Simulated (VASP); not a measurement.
Here is a VASP 6.6.1 calculation.

INCAR

```
SYSTEM = Co3Ir
PREC = Accurate ; ENCUT = 520
EDIFF = 1E-6 ; ISMEAR = -1
SIGMA = 0.05 ; LREAL = .FALSE.
LASPH = .TRUE. ; NELM = 150
ALGO = Fast ; ISIF = 2
LWAVE = .FALSE. ; LCHARG = .FALSE.
ISPIN = 2 ; MAGMOM = 0.6 2 2 2
LORBIT = 11 ; LMAXMIX = 4
GGA = PS ; NBANDS = 30
```

The input KPOINTS:

```
regular mesh
0
G
  8 8 8
  0 0 0
```

File POSCAR:

```
Co3Ir
1.0
    3.5825610000      0.0000000000      0.0000000000
    0.0000000000      3.5825610000      0.0000000000
    0.0000000000      0.0000000000      3.5825610000
Ir Co
1 3
Direct
    0.0000000000      0.0000000000      0.0000000000
    0.5000000000      0.5000000000      0.0000000000
    0.5000000000      0.0000000000      0.5000000000
    0.0000000000      0.5000000000      0.5000000000
```

Potentials or basis: VASP PAW PBE potentials, release 64 (Ir, Co).

Run with:

```console
$ cat potpaw_PBE.64/Ir/POTCAR potpaw_PBE.64/Co/POTCAR > POTCAR
$ mpirun -np 1 vasp_std > vasp.out
```

(1) Estimate the pressure.

(2) What does it give for the site moments?

## Answers

(1) -3.3 GPa.

(2) Ir +0.47; Co +1.44 μB.

Caveat: the cell stands under tension; the PAW data sets were made with another functional, which shifts forces and pressure a little.
